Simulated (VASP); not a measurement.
# KCd2P2 (I4/mmm) in VASP: notebook, part 2 of 2

VASP 6.6.1. The steps go on from the part before.

## 5. Relaxation of cell and atoms, PBE

This run uses another cell than the first one, of 23.56 Å³/atom.

The input, INCAR:

```
SYSTEM = KCd2P2
PREC     = Accurate       ! precision mode
ENCUT    = 500            ! plane-wave cutoff, eV
EDIFF    = 1E-7           ! SCF threshold, eV
ISMEAR   = 0              ! smearing method
SIGMA    = 0.1            ! smearing width, eV
LREAL    = .False.        ! projectors in reciprocal space
LASPH    = .True.         ! aspherical terms in the spheres
NELM     = 120            ! most SCF steps
ALGO     = Normal         ! electronic algorithm
ISIF     = 3              ! what is computed and relaxed
LWAVE    = .False.        ! write WAVECAR
LCHARG   = .False.        ! write CHGCAR
GGA      = PE             ! functional
IBRION   = 2              ! ionic algorithm
NSW      = 90             ! ionic steps
EDIFFG   = -0.04          ! ionic threshold
GGA_COMPAT= .False.      
NELMIN   = 4
```

The input, KPOINTS:

```
Automatic mesh
0
Gamma
  6 6 6
  0 0 0
```

The input, POSCAR:

```
KCd2P2
1.0
   -2.2024652700      2.2024652700      6.0700819700
    2.2024652700     -2.2024652700      6.0700819700
    2.2024652700      2.2024652700     -6.0700819700
K Cd P
1 2 2
Direct
    0.0000000000      0.0000000000      0.0000000000
    0.2500000000      0.7500000000      0.5000000000
    0.7500000000      0.2500000000      0.5000000000
    0.6431397800      0.6431397800      0.0000000000
    0.3568602200      0.3568602200      0.0000000000
```

Potentials or basis: VASP PAW PBE potentials, release 64 (K_sv, Cd, P).

Run with:

```bash
cat potpaw_PBE.64/K_sv/POTCAR potpaw_PBE.64/Cd/POTCAR potpaw_PBE.64/P/POTCAR > POTCAR
mpirun -np 1 vasp_std > vasp.out
```

OUTCAR:

```text
SYSTEM = KCd2P2
   PREC = Accurate
   ENCUT = 500
   EDIFF = 1E-7
   ISMEAR = 0
   LREAL = .False.
   LASPH = .True.
   NELM = 120
   ISIF = 3
   GGA = PE
   IBRION = 2
   NSW = 90
   EDIFFG = -0.04
   NELMIN = 4

 ion  position               nearest neighbor table
   1  0.000  0.000  0.000-   3 3.75   2 3.75   2 3.75   3 3.75   2 3.75   3 3.75   3 3.75   2 3.75

   2  0.250  0.750  0.500-   5 2.56   4 2.56   5 2.56   4 2.56   3 3.11   3 3.11   3 3.11   3 3.11
                             1 3.75   1 3.75   1 3.75   1 3.75
   3  0.750  0.250  0.500-   5 2.56   4 2.56   5 2.56   4 2.56   2 3.11   2 3.11   2 3.11   2 3.11
                             1 3.75   1 3.75   1 3.75   1 3.75
   4  0.643  0.643  0.000-   2 2.56   3 2.56   2 2.56   3 2.56
   5  0.357  0.357  0.000-   2 2.56   3 2.56   2 2.56   3 2.56

  LATTYP: Found a body centered tetragonal cell.
 ALAT       =     4.4049305400
 C/A-ratio  =     2.7560398126

  Lattice vectors:

 A1 = (  -2.2024652700,   2.2024652700,   6.0700819700)
 A2 = (   2.2024652700,  -2.2024652700,   6.0700819700)
 A3 = (   2.2024652700,   2.2024652700,  -6.0700819700)

Analysis of symmetry for initial positions (statically):
=====================================================================
 Subroutine PRICEL returns:
 Original cell was already a primitive cell.

 Routine SETGRP: Setting up the symmetry group for a
 body centered tetragonal supercell.

 Subroutine GETGRP returns: Found 16 space group operations
 (whereof 16 operations were pure point group operations)
 out of a pool of 16 trial point group operations.

The static configuration has the point symmetry D_4h.

Analysis of symmetry for dynamics (positions and initial velocities):
=====================================================================
 Subroutine PRICEL returns:
 Original cell was already a primitive cell.

 Routine SETGRP: Setting up the symmetry group for a
 body centered tetragonal supercell.

 Subroutine GETGRP returns: Found 16 space group operations
 (whereof 16 operations were pure point group operations)
 out of a pool of 16 trial point group operations.

The dynamic configuration has the point symmetry D_4h.

 Subroutine INISYM returns: Found 16 space group operations
 (whereof 16 operations are pure point group operations),
 and found     1 'primitive' translations

----------------------------------------------------------------------------------------

                                     Primitive cell

  volume of cell :     117.7803

  direct lattice vectors                    reciprocal lattice vectors
    -2.202465270  2.202465270  6.070081970     0.000000000  0.227018336  0.082371211
     2.202465270 -2.202465270  6.070081970     0.227018336  0.000000000  0.082371211
     2.202465270  2.202465270 -6.070081970     0.227018336  0.227018336  0.000000000

  length of vectors
     6.822580278  6.822580278  6.822580278     0.241500189  0.241500189  0.321052409

  position of ions in fractional coordinates (direct lattice)
     0.000000000  0.000000000  0.000000000
     0.250000000  0.750000000  0.500000000
     0.750000000  0.250000000  0.500000000
     0.643139780  0.643139780  0.000000000
[... 69 lines left out ...]
   NGX,Y,Z   is equivalent  to a cutoff of  12.18, 12.18, 12.18 a.u.
   NGXF,Y,Z  is equivalent  to a cutoff of  24.37, 24.37, 24.37 a.u.
 SYSTEM =  KCd2P2
   PREC   = accura    normal or accurate (medium, high low for compatibility)
   ISTART =      0    job   : 0-new  1-cont  2-samecut
   ICHARG =      2    charge: 1-file 2-atom 10-const
   ISPIN  =      1    spin polarized calculation?
   LNONCOLLINEAR =      F non collinear calculations
   LSORBIT =      F    spin-orbit coupling
   LASPH  =      T    aspherical Exc in radial PAW
   ENCUT  =  500.0 eV  36.75 Ry    6.06 a.u.  12.44 12.44 12.44*2*pi/ulx,y,z
   NELM   =    120;   NELMIN=  4; NELMDL= -5     # of ELM steps
   EDIFF  = 0.1E-06   stopping-criterion for ELM
   LREAL  =      F    real-space projection
   EDIFFG = -.4E-01   stopping-criterion for IOM
   NSW    =     90    number of steps for IOM
   IBRION =      2    ionic relax: 0-MD 1-quasi-New 2-CG
   NFREE  =      1    steps in history (QN), initial steepest desc. (CG)
   ISIF   =      3    stress and relaxation
   ISYM   =      2    0-nonsym 1-usesym 2-fastsym
   POTIM  = 0.5000    time-step for ionic-motion
   TEBEG  =    0.0;   TEEND  =   0.0 temperature during run
   PSTRESS=    0.0 pullay stress
   NELECT =      43.0000    total number of electrons
   NUPDOWN=      -1.0000    fix difference up-down
   EMIN   =  10.00;   EMAX   =-10.00  energy-range for DOS
   EFERMI =   0.00;   METHOD = LEGACY
   ISMEAR =     0;   SIGMA  =   0.10  broadening in eV -4-tet -1-fermi 0-gaus
   EFERMI_NEDOS =   21; number of points for ismear=-14 and -15
   IALGO  =     38    algorithm
   IMIX   =      4    mixing-type and parameters
     AMIX     =   0.40;   BMIX     =  1.00
     AMIX_MAG =   1.60;   BMIX_MAG =  1.00
  volume/ion in A,a.u.               =      23.56       158.96
  Fermi-wavevector in a.u.,A,eV,Ry     =   1.170056  2.211086 18.626807  1.369032
  Thomas-Fermi vector in A             =   2.306520
   LORBIT       =      0    0 simple, 1 ext, 2 COOP (PROOUT), +10 PAW based schemes
   GGA     = PE    functional components
   LHFCALC =     F    Hartree Fock is set to
   AEXX    =    0.0000 exact exchange contribution
   IVDW    =     0    specifies the selected vdW correction
   LEPSILON=     F    determine dielectric tensor
   LRPA    =     F    only Hartree local field effects (RPA)
 conjugate gradient relaxation of ions
 non-spin polarized calculation
 Gauss-broadening in eV      SIGMA  =   0.10
  energy-cutoff  :      500.00
  volume of cell :      117.78
 maximum number of plane-waves:      3020
 NGX is ok and might be reduce to    50
   NGX = 25   NGY = 25   NGZ = 25

--------------------------------------- Ionic step        1  -------------------------------------------

 number of electron      42.9999994 magnetization

 Free energy of the ion-electron system (eV)
  ---------------------------------------------------
  ext. energy  EPLUGINS =         0.00000000
  ---------------------------------------------------
  free energy    TOTEN  =       -13.59445327 eV

  energy without entropy =      -13.57766351  energy(sigma->0) =      -13.58605839

------------------------ aborting loop because EDIFF is reached ----------------------------------------

  FORCE on cell =-STRESS in cart. coord.  units (eV):
  Direction    XX          YY          ZZ          XY          YZ          ZX
  --------------------------------------------------------------------------------------
  -------------------------------------------------------------------------------------
  Total        5.1148459      5.1148459      5.0330467      0.0000000     -0.0000000      0.0000000
  in kB       69.5777612     69.5777612     68.4650386      0.0000000     -0.0000000      0.0000000
  external PRESSURE =      69.2068537 kB  Pullay stress =       0.0000000 kB
[... 98 lines left out ...]
  FREE ENERGIE OF THE ION-ELECTRON SYSTEM (eV)
  ---------------------------------------------------
  free  energy   TOTEN  =       -13.9639405188 eV

  energy  without entropy=      -13.9456888258  energy(sigma->0) =      -13.95481467

[... ionic steps 4 to 22 ...]

--------------------------------------- Ionic step       23  -------------------------------------------

 number of electron      42.9999998 magnetization

------------------------ aborting loop because EDIFF is reached ----------------------------------------
[... 73 lines left out ...]
--------------------------------------- Ionic step       25  -------------------------------------------

 number of electron      42.9999997 magnetization

 Free energy of the ion-electron system (eV)
  ---------------------------------------------------
  ext. energy  EPLUGINS =         0.00000000
  ---------------------------------------------------
  free energy    TOTEN  =       -14.07295729 eV

  energy without entropy =      -14.05904874  energy(sigma->0) =      -14.06600301

 E-fermi :   2.6391     XC(G=0):  -9.4323

 val. band max:        2.6097578683   @ k =  -0.3333  -0.3333   0.3333
 cond. band min:       2.6528010419   @ k =  -0.3333   0.3333   0.3333
 fundamental gap:      0.0430431735
 Fermi energy:         2.6390927078

 k-point     1 :       0.0000    0.0000    0.0000
  band No.  band energies     occupation
      1     -27.6324      2.00000
      2     -11.2179      2.00000
      3     -11.1074      2.00000
      4     -11.1074      2.00000
      5      -8.2208      2.00000
      6      -7.4803      2.00000
[... 661 lines left out ...]
     24       5.2722      0.00000
     25       5.4633      0.00000

 [... further k-points ...]
[... 5 lines left out ...]
  --------------------------------------------------------------------------------------
  -------------------------------------------------------------------------------------
  Total       -0.1353002     -0.1353002     -0.1249612      0.0000000      0.0000000     -0.0000000
  in kB       -1.7862328     -1.7862328     -1.6497377      0.0000000      0.0000000     -0.0000000
  external PRESSURE =      -1.7407344 kB  Pullay stress =       0.0000000 kB
[... 20 lines left out ...]
  FREE ENERGIE OF THE ION-ELECTRON SYSTEM (eV)
  ---------------------------------------------------
  free  energy   TOTEN  =       -14.0729572865 eV

  energy  without entropy=      -14.0590487435  energy(sigma->0) =      -14.06600301

 reached required accuracy - stopping structural energy minimisation
```

Run time: 26 min. Hardware: 1 thread of Intel Xeon Platinum 8488C (Sapphire Rapids), shared host; peak memory 0.42 GiB.

Results:

| Item | Value |
| --- | --- |
| Free energy | -14.0730 eV |
| Relaxed volume | 24.27 Å³/atom |
| Relaxed cell | a = 6.817 Å, b = 6.817 Å, c = 6.817 Å, α = 141.59°, β = 141.59°, γ = 55.44° |
| Space group after relaxing (to 0.1 Å) | I4/mmm (No. 139) |
| Energy gained by relaxing | 95.7 meV/atom |
| Ionic steps | 25 |
| Pressure after relaxing | -0.2 GPa |
| Largest force after relaxing | 0.017 eV/Å |
| Band gap on the k mesh | zero (an odd number of electrons rules out a gap without spin polarisation) |

Forces on the atoms (eV/Å):
```
K    0.000  0.000  0.000
Cd   0.000  0.000  0.000
Cd   0.000  0.000  0.000
P    0.000  0.000 -0.017
P    0.000  0.000  0.017
```

The path:
```tsv
step	energy change (eV)	largest force (eV/Å)	pressure (GPa)	volume (Å³)
1	0.0000	1.7275	6.92	117.78
2	-0.3396	0.1255	-2.20	135.99
3	-0.3695	0.4260	-0.60	131.44
4	-0.3985	0.3606	-0.52	130.28
5	-0.4518	0.1230	-0.23	126.79
6	-0.4560	0.0006	-0.07	125.27
7	-0.4562	0.0242	-0.10	125.55
8	-0.4571	0.0490	0.03	125.06
9	-0.4578	0.0802	0.20	124.44
10	-0.4578	0.1439	0.55	123.21
11	-0.4580	0.1148	0.39	123.77
12	-0.4582	0.1163	0.39	123.72
13	-0.4587	0.1206	0.40	123.59
14	-0.4599	0.1295	0.42	123.33
15	-0.4624	0.1479	0.46	122.80
16	-0.4670	0.1811	0.56	121.73
17	-0.4670	0.2300	0.87	119.52
18	-0.4689	0.2108	0.72	120.53
19	-0.4720	0.1786	0.51	120.67
20	-0.4746	0.1180	0.09	120.95
21	-0.4746	0.1143	0.07	120.96
22	-0.4756	0.1011	0.03	121.02
23	-0.4777	0.0607	-0.07	121.19
24	-0.4779	0.0220	-0.26	121.51
25	-0.4785	0.0172	-0.17	121.36
```

Final structure:
```
K Cd P
1.0
    -2.24228    2.24228    6.03435
     2.24228   -2.24228    6.03435
     2.24228    2.24228   -6.03435
K Cd P
1 2 2
Cartesian
  0.0000 0.0000 0.0000
  2.2423 0.0000 3.0172
  0.0000 2.2423 3.0172
  0.0000 0.0000 7.4988
  0.0000 0.0000 4.5699
```

Levels at points of the mesh, in eV from the Fermi level:
| k point | band 18 | band 19 | band 20 | band 21 | band 22 | band 23 | band 24 | band 25 |
| --- | --- | --- | --- | --- | --- | --- | --- | --- |
| (0.00, 0.00, 0.00) | -1.89 | -1.89 | -0.55 | -0.55 | 1.15 | 1.31 | 1.44 | 2.60 |
| (0.50, 0.00, 0.00) | -4.14 | -1.54 | -1.21 | -0.50 | -0.23 | 2.11 | 2.17 | 4.14 |
| (0.50, 0.50, 0.00) | -3.98 | -3.21 | -2.37 | -1.84 | -0.84 | 2.36 | 2.52 | 4.37 |
| (0.50, 0.50, 0.50) | -2.15 | -2.15 | -1.78 | 0.15 | 0.15 | 0.86 | 1.46 | 3.25 |

## 6. Overview

| task | cell | k mesh | gap on the mesh (eV) | pressure (GPa) | largest force (eV/Å) |
| --- | --- | --- | --- | --- | --- |
| single point | a = 6.757 Å, angles 141.3, 141.3, 55.9°, 5 atoms, atomic positions A | 12 × 12 × 12 | none | 0.2 | 0.03 |
| single point | a = 6.823 Å, angles 142.3, 142.3, 54.3°, 5 atoms, atomic positions B | 6 × 6 × 6 | none | 6.9 | 1.73 |
| single point | a = 6.902 Å, angles 142.4, 142.4, 54.3°, 5 atoms, atomic positions C | 6 × 6 × 6 | none | 0.1 | 0.06 |
| relaxation of cell and atoms | relaxed from a = 6.823 Å, angles 142.3, 142.3, 54.3°, 5 atoms, atomic positions B | 6 × 6 × 6 | none | -0.2 | 0.02 |

Alike in all rows: level PBE; potentials or basis VASP PAW PBE potentials, release 64 (K_sv, Cd, P); no spin polarisation; cutoff (eV) 500; smearing gaussian 0.1 eV.

Caveats: the cell stands under pressure (at least some runs); forces of over 1 eV/Å act on the atoms, so gaps and moduli don't describe the material at rest (at least some runs).

Absolute energies hang on the potentials; compare differences alone.

The gap in the log of VASP goes by the Fermi energy; the results here count the filled bands.